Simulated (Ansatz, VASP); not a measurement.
**One calculation of Te2Mo, two programs**

```
Te Mo
1.0
     4.53904    2.62062    2.66203
    -4.53904    2.62062    2.66203
     0.00000   -5.24123    2.66203
Te Mo
4 2
Direct
  0.00000 0.00000 0.50000
  0.50000 0.00000 0.00000
  0.00000 0.50000 0.00000
  0.50000 0.50000 0.50000
  0.85711 0.85711 0.85711
  0.14289 0.14289 0.14289
```

Alike in both runs: functional PBE; k mesh 3 × 3 × 3; occupations gaussian, width 0.1 eV; no spin polarisation.

Ansatz relaxed the structure, and its values are those at the end. VASP's run is a single point on that final structure, the one shown.

|  | VASP | Ansatz |
| --- | --- | --- |
| version | VASP 6.6.1 | Ansatz 0.2.0 |
| potentials or method | VASP PAW PBE potentials, release 64 (Te, Mo_sv), cutoff 520 eV | scalar-relativistic, plane waves, PAW |
| valence electrons in the cell | 52 | 92 |

|  | VASP | Ansatz | Ansatz less VASP |
| --- | --- | --- | --- |
| gap on the k mesh at the Fermi level (eV) | none | none | - |
| pressure (GPa) | 0.1 | 0.0 | -0.03 |
| rms of the force components (eV/Å) | 0.042 | 0.002 | -0.0391 |

A gap of «none» marks a metal or a gap that the smearing closes. With one functional, cell and mesh, what is left measures potentials, basis and numerics. VASP's potentials hold 52 valence electrons a cell and Ansatz's 92, so a difference there can come from the potentials and not from the codes.

The k mesh is coarse, so the values compare programs but aren't converged. Neither program's run includes spin-orbit coupling.
